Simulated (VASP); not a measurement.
# NaBeF3 (Pmc2_1) in VASP: notebook, part 2 of 2

VASP 6.6.1. The steps go on from the part before.

## 4. Single point, PBE

This run uses another cell than the first one, of 14.90 Å³/atom.

File INCAR:

```
PREC = Accurate ; ENCUT = 520
EDIFF = 1E-7 ; ISMEAR = 0
SIGMA = 0.02 ; LREAL = F
LASPH = T ; NELM = 100
ALGO = Normal ; ISIF = 2
LWAVE = F ; LCHARG = T
GGA = PE ; LELF = T
LVHAR = T ; NBANDS = 41
```

File KPOINTS:

```
regular mesh
0
Gamma
  8 6 4
```

File POSCAR:

```
NaBeF3
1.0
    2.9139117470      0.0000000000      0.0000000000
    0.0000000000      5.2412151089      0.0000000000
    0.0000000000      0.0000000000      9.7544419074
Na Be F
2 2 6
Direct
    0.0000000000      0.1762373240      0.9050919587
    0.0000000000      0.8237626760      0.4050919587
    0.5000000000      0.3188948717      0.2186874560
    0.5000000000      0.6811051283      0.7186874560
    0.0000000000      0.4695816767      0.2582805594
    0.0000000000      0.5304183233      0.7582805594
    0.5000000000      0.0769480812      0.3040250325
    0.5000000000      0.9230519188      0.8040250325
    0.5000000000      0.2863211994      0.0644394425
    0.5000000000      0.7136788006      0.5644394425
```

Potentials or basis: VASP PAW PBE potentials, release 64 (Na_pv, Be, F).

Run with:

```bash
> cat potpaw_PBE.64/Na_pv/POTCAR potpaw_PBE.64/Be/POTCAR potpaw_PBE.64/F/POTCAR > POTCAR
> mpirun -np 1 vasp_std > vasp.out
```

OUTCAR:

```text
PREC = Accurate
   ENCUT = 520
   EDIFF = 1E-7
   ISMEAR = 0
   LREAL = F
   LASPH = T
   NELM = 100
   ISIF = 2
   GGA = PE

 ion  position               nearest neighbor table
   1  0.000  0.176  0.905-   8 2.20   8 2.20   9 2.21   9 2.21   6 2.34
   2  0.000  0.824  0.405-   7 2.20   7 2.20  10 2.21  10 2.21   5 2.34
   3  0.500  0.319  0.219-   9 1.51   7 1.52   5 1.70   5 1.70
   4  0.500  0.681  0.719-  10 1.51   8 1.52   6 1.70   6 1.70
   5  0.000  0.470  0.258-   3 1.70   3 1.70   2 2.34
   6  0.000  0.530  0.758-   4 1.70   4 1.70   1 2.34
   7  0.500  0.077  0.304-   3 1.52   2 2.20   2 2.20
   8  0.500  0.923  0.804-   4 1.52   1 2.20   1 2.20
   9  0.500  0.286  0.064-   3 1.51   1 2.21   1 2.21
  10  0.500  0.714  0.564-   4 1.51   2 2.21   2 2.21

  LATTYP: Found a simple orthorhombic cell.
 ALAT       =     2.9139117470
 B/A-ratio  =     1.7986869761
 C/A-ratio  =     3.3475419828

  Lattice vectors:

 A1 = (   2.9139117470,   0.0000000000,   0.0000000000)
 A2 = (   0.0000000000,   5.2412151089,   0.0000000000)
 A3 = (   0.0000000000,   0.0000000000,   9.7544419074)

Analysis of symmetry for initial positions (statically):
=====================================================================
 Subroutine PRICEL returns:
 Original cell was already a primitive cell.

 Routine SETGRP: Setting up the symmetry group for a
 simple orthorhombic supercell.

 Subroutine GETGRP returns: Found  4 space group operations
 (whereof  2 operations were pure point group operations)
 out of a pool of  8 trial point group operations.

The static configuration has the point symmetry C_1h.
 The point group associated with its full space group is C_2v.

Analysis of symmetry for dynamics (positions and initial velocities):
=====================================================================
 Subroutine PRICEL returns:
 Original cell was already a primitive cell.

 Routine SETGRP: Setting up the symmetry group for a
 simple orthorhombic supercell.

 Subroutine GETGRP returns: Found  4 space group operations
 (whereof  2 operations were pure point group operations)
 out of a pool of  8 trial point group operations.

The dynamic configuration has the point symmetry C_1h.
 The point group associated with its full space group is C_2v.

 Subroutine INISYM returns: Found  4 space group operations
 (whereof  2 operations are pure point group operations),
 and found     1 'primitive' translations

----------------------------------------------------------------------------------------

                                     Primitive cell

  volume of cell :     148.9741

  direct lattice vectors                    reciprocal lattice vectors
     2.913911747  0.000000000  0.000000000     0.343181293  0.000000000  0.000000000
     0.000000000  5.241215109  0.000000000     0.000000000  0.190795451  0.000000000
     0.000000000  0.000000000  9.754441907     0.000000000  0.000000000  0.102517398

  length of vectors
     2.913911747  5.241215109  9.754441907     0.343181293  0.190795451  0.102517398

  position of ions in fractional coordinates (direct lattice)
     0.000000000  0.176237324  0.905091959
     0.000000000  0.823762676  0.405091959
[... 74 lines left out ...]
 [... further k-points ...]
   k-points           NKPTS =     60   k-points in BZ     NKDIM =     60   number of bands    NBANDS=     41
   number of dos      NEDOS =    301   number of ions     NIONS =     10
   total plane-waves  NPLWV =  76800
   dimension x,y,z NGX =    24 NGY =   40 NGZ =   80
   dimension x,y,z NGXF=    48 NGYF=   80 NGZF=  160
   ions per type =               2   2   6
   NGX,Y,Z   is equivalent  to a cutoff of  13.69, 12.69, 13.63 a.u.
   NGXF,Y,Z  is equivalent  to a cutoff of  27.39, 25.38, 27.27 a.u.
 SYSTEM =  unknown system
   PREC   = accura    normal or accurate (medium, high low for compatibility)
   ISTART =      0    job   : 0-new  1-cont  2-samecut
   ICHARG =      2    charge: 1-file 2-atom 10-const
   ISPIN  =      1    spin polarized calculation?
   LNONCOLLINEAR =      F non collinear calculations
   LSORBIT =      F    spin-orbit coupling
   LASPH  =      T    aspherical Exc in radial PAW
   ENCUT  =  520.0 eV  38.22 Ry    6.18 a.u.   5.42  9.75 18.14*2*pi/ulx,y,z
   NELM   =    100;   NELMIN=  2; NELMDL= -5     # of ELM steps
   EDIFF  = 0.1E-06   stopping-criterion for ELM
   LREAL  =      F    real-space projection
   EDIFFG = 0.1E-05   stopping-criterion for IOM
   NSW    =      0    number of steps for IOM
   IBRION =     -1    ionic relax: 0-MD 1-quasi-New 2-CG
   NFREE  =      0    steps in history (QN), initial steepest desc. (CG)
   ISIF   =      2    stress and relaxation
   ISYM   =      2    0-nonsym 1-usesym 2-fastsym
   POTIM  = 0.5000    time-step for ionic-motion
   TEBEG  =    0.0;   TEEND  =   0.0 temperature during run
   PSTRESS=    0.0 pullay stress
   NELECT =      60.0000    total number of electrons
   NUPDOWN=      -1.0000    fix difference up-down
   EMIN   =  10.00;   EMAX   =-10.00  energy-range for DOS
   EFERMI =   0.00;   METHOD = LEGACY
   ISMEAR =     0;   SIGMA  =   0.02  broadening in eV -4-tet -1-fermi 0-gaus
   EFERMI_NEDOS =   21; number of points for ismear=-14 and -15
   IALGO  =     38    algorithm
   IMIX   =      4    mixing-type and parameters
     AMIX     =   0.40;   BMIX     =  1.00
     AMIX_MAG =   1.60;   BMIX_MAG =  1.00
  volume/ion in A,a.u.               =      14.90       100.53
  Fermi-wavevector in a.u.,A,eV,Ry     =   1.208987  2.284654 19.886951  1.461650
  Thomas-Fermi vector in A             =   2.344578
   LORBIT       =      0    0 simple, 1 ext, 2 COOP (PROOUT), +10 PAW based schemes
   GGA     = PE    functional components
   LHFCALC =     F    Hartree Fock is set to
   AEXX    =    0.0000 exact exchange contribution
   IVDW    =     0    specifies the selected vdW correction
   LEPSILON=     F    determine dielectric tensor
   LRPA    =     F    only Hartree local field effects (RPA)
 non-spin polarized calculation
 Gauss-broadening in eV      SIGMA  =   0.02
  energy-cutoff  :      520.00
  volume of cell :      148.97
 maximum number of plane-waves:      4060
 NGX is ok and might be reduce to    24
   NGX = 11   NGY = 19   NGZ = 37

 number of electron      60.0000004 magnetization

 Free energy of the ion-electron system (eV)
  ---------------------------------------------------
  ext. energy  EPLUGINS =         0.00000000
  ---------------------------------------------------
  free energy    TOTEN  =       -51.28013772 eV

  energy without entropy =      -51.28013772  energy(sigma->0) =      -51.28013772

 E-fermi :  -3.6459     XC(G=0):  -7.4984

 val. band max:       -3.7797902719   @ k =   0.0000   0.5000   0.0000
 cond. band min:       2.9281778691   @ k =   0.0000   0.0000   0.0000
 fundamental gap:      6.7079681410
 Fermi energy:        -3.6458981034

 k-point     1 :       0.0000    0.0000    0.0000
  band No.  band energies     occupation
      1     -24.5225      2.00000
      2     -24.5019      2.00000
      3     -23.7564      2.00000
      4     -23.7502      2.00000
      5     -23.5914      2.00000
      6     -23.5244      2.00000
[... 1045 lines left out ...]
     40      10.8676      0.00000
     41      11.3856      0.00000

 [... further k-points ...]

------------------------ aborting loop because EDIFF is reached ----------------------------------------

  FORCE on cell =-STRESS in cart. coord.  units (eV):
  Direction    XX          YY          ZZ          XY          YZ          ZX
  --------------------------------------------------------------------------------------
  -------------------------------------------------------------------------------------
  Total       -0.0020887     -0.0663504     -0.0083506      0.0000000      0.0000000      0.0000000
  in kB       -0.0224631     -0.7135815     -0.0898087      0.0000000      0.0000000      0.0000000
  external PRESSURE =      -0.2752844 kB  Pullay stress =       0.0000000 kB

 VOLUME and BASIS-vectors are now :
 -----------------------------------------------------------------------------
  energy-cutoff  :      520.00
  volume of cell :      148.97
      direct lattice vectors                 reciprocal lattice vectors
     2.913911747  0.000000000  0.000000000     0.343181293  0.000000000  0.000000000
     0.000000000  5.241215109  0.000000000     0.000000000  0.190795451  0.000000000
     0.000000000  0.000000000  9.754441907     0.000000000  0.000000000  0.102517398

 POSITION                                       TOTAL-FORCE (eV/Angst)
 -----------------------------------------------------------------------------------
      0.00000      0.92370      8.82867         0.000000      0.007842     -0.004980
      0.00000      4.31752      3.95145         0.000000     -0.007842     -0.004980
      1.45696      1.67140      2.13317         0.000000      0.028223      0.007044
      1.45696      3.56982      7.01040         0.000000     -0.028223      0.007044
      0.00000      2.46118      2.51938         0.000000      0.012457      0.012666
      0.00000      2.78004      7.39660         0.000000     -0.012457      0.012666
      1.45696      0.40330      2.96559         0.000000     -0.023589      0.013832
      1.45696      4.83791      7.84282         0.000000      0.023589      0.013832
      1.45696      1.50067      0.62857         0.000000     -0.003157     -0.028562
      1.45696      3.74054      5.50579         0.000000      0.003157     -0.028562
 -----------------------------------------------------------------------------------
    total drift:                                0.000000      0.000000      0.003001

  FREE ENERGIE OF THE ION-ELECTRON SYSTEM (eV)
  ---------------------------------------------------
  free  energy   TOTEN  =       -51.2801377162 eV

  energy  without entropy=      -51.2801377162  energy(sigma->0) =      -51.28013772
```

It took 4.9 min on 1 thread of Intel Xeon Platinum 8259CL at 2.50GHz (Skylake/Cascade Lake), shared host; peak memory 0.43 GiB.

Results:

```
Free energy            : -51.2801 eV
Pressure               : 0.0 GPa
Largest force          : 0.029 eV/Å
Band gap on the k mesh : 6.71 eV
```

Forces in eV/Å, atoms in the order of the input:
```
Na   0.000  0.008 -0.005
Na   0.000 -0.008 -0.005
Be   0.000  0.028  0.007
Be   0.000 -0.028  0.007
F    0.000  0.012  0.013
F    0.000 -0.012  0.013
F    0.000 -0.024  0.014
F    0.000  0.024  0.014
F    0.000 -0.003 -0.029
F    0.000  0.003 -0.029
```

## 5. Summary

| cell | k mesh | smearing | gap on the mesh (eV) | pressure (GPa) | largest force (eV/Å) |
| --- | --- | --- | --- | --- | --- |
| a = 2.945, b = 5.115, c = 9.665 Å, 10 atoms, atomic positions A | 6 × 4 × 2 | gaussian 0.1 eV | 6.78 | 0.1 | 0.09 |
| a = 2.919, b = 5.193, c = 9.755 Å, 10 atoms, atomic positions B | 6 × 4 × 2 | gaussian 0.1 eV | 6.73 | 0.1 | 0.03 |
| a = 2.914, b = 5.241, c = 9.754 Å, 10 atoms, atomic positions C | 8 × 6 × 4 | gaussian 0.02 eV | 6.71 | 0.0 | 0.03 |

Alike in all rows: task single point; level PBE; potentials or basis VASP PAW PBE potentials, release 64 (Na_pv, Be, F); no spin polarisation; cutoff (eV) 520.

Total energies depend on the potentials used, so only differences within one code and one set of settings carry meaning.
